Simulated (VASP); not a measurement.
Crystal: BN (ke600).

```
B N
1.0
     0.00000    1.81300    1.81300
     1.81300    0.00000    1.81300
     1.81300    1.81300    0.00000
B N
1 1
Cartesian
  0.0000 0.0000 0.0000
  0.9065 0.9065 0.9065
```

```yaml
Program: VASP 6.6.1
Task: relaxation of cell and atoms
Functional: LDA
Potentials_or_basis: VASP PAW LDA potentials, release 64 (B, N)
Cutoff: 600 eV
k_mesh: 10 × 10 × 10
Occupations: gaussian, width 0.1 eV
Spin: no spin polarisation
```

At the start: pressure -13.6 GPa; volume 5.96 Å³/atom.

Question: How do energy, volume and symmetry change on relaxing?

Answer: Over 3 steps the energy falls by 9.2 meV/atom and the volume is 5.75 Å³/atom (-3.5 %); space group F-43m (No. 216, to 0.05 Å).

The path:
```tsv
step	energy change (eV)	largest force (eV/Å)	pressure (GPa)	volume (Å³)
1	0.0000	0.0000	-13.60	11.92
2	0.0027	0.0000	16.35	11.07
3	-0.0185	0.0000	-0.10	11.50
```

Final structure:
```yaml
crystal:
  lattice:
    - [0.00000, 1.79143, 1.79143]
    - [1.79143, 0.00000, 1.79143]
    - [1.79143, 1.79143, 0.00000]
  atoms:
    - { symbol: B, position: [0.00000, 0.00000, 0.00000] }
    - { symbol: N, position: [0.25000, 0.25000, 0.25000] }
```
